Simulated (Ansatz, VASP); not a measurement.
Two plane-wave programs on MgO

```
Mg O
1.0
     0.00000    2.10778    2.10778
     2.10778    0.00000    2.10778
     2.10778    2.10778    0.00000
Mg O
1 1
Direct
  0.00000 0.00000 0.00000
  0.50000 0.50000 0.50000
```

Alike in both runs: task single point; functional BLYP; k mesh 10 × 10 × 10; occupations gaussian, width 0.05 eV; no spin polarisation.

|  | VASP | Ansatz |
| --- | --- | --- |
| version | VASP 6.6.1 | Ansatz 0.2.0 |
| potentials or method | VASP PAW PBE potentials, release 64 (Mg, O), cutoff 520 eV | scalar-relativistic, plane waves, PAW |
| valence electrons in the cell | 8 | 16 |

```csv
,VASP,Ansatz,Ansatz less VASP
gap on the k mesh at the Fermi level (eV),4.99,5.00,+0.006
least direct gap on the mesh (eV),4.99,5.00,+0.006
pressure (GPa),6.0,6.5,+0.48
```

VASP's potentials were made for PBE, not for BLYP. VASP's potentials hold 8 valence electrons a cell and Ansatz's 16, so a difference there can come from the potentials and not from the codes.
